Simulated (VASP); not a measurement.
Runs of VASP 6.6.1 on MoS2. The structure is that of space group C2/m (No. 12), or close to it. The cells are those of the table. 

```csv
cell,gap on the mesh (eV),pressure (GPa),largest force (eV/Å)
"a = 3.080, b = 3.080, c = 19.367 Å, angles 79.0, 79.0, 60.0°, 9 atoms",none,-0.2,0.14
"a = 3.080, b = 3.080, c = 19.079 Å, angles 83.0, 83.0, 60.0°, 9 atoms",none,-0.2,0.14
"a = 3.080, b = 3.080, c = 17.347 Å, angles 82.3, 82.3, 60.0°, 9 atoms",none,(a),1.22
"a = 3.080, b = 3.080, c = 18.814 Å, angles 77.2, 77.2, 60.0°, 9 atoms",none,-0.3,0.16
"a = 3.080, b = 3.080, c = 17.273 Å, angles 83.9, 83.9, 60.0°, 9 atoms",none,0.9,0.58
```

Alike in all rows: task single point; level PBEsol+D3(BJ); potentials or basis VASP PAW PBE potentials, release 64 (Mo_sv, S); no spin polarisation; k mesh 14 × 14 × 3; cutoff (eV) 520; smearing gaussian 0.15 eV.

**Question.** Fill in the values left out.

**Answer.** (a) 1.8.

Caveats: the PAW data sets were made with another functional, which shifts forces and pressure a little.

A k mesh can miss the band edges, and the runs leave out spin-orbit coupling on Mo.

A gap of «none» marks levels without a gap at the run's occupations.
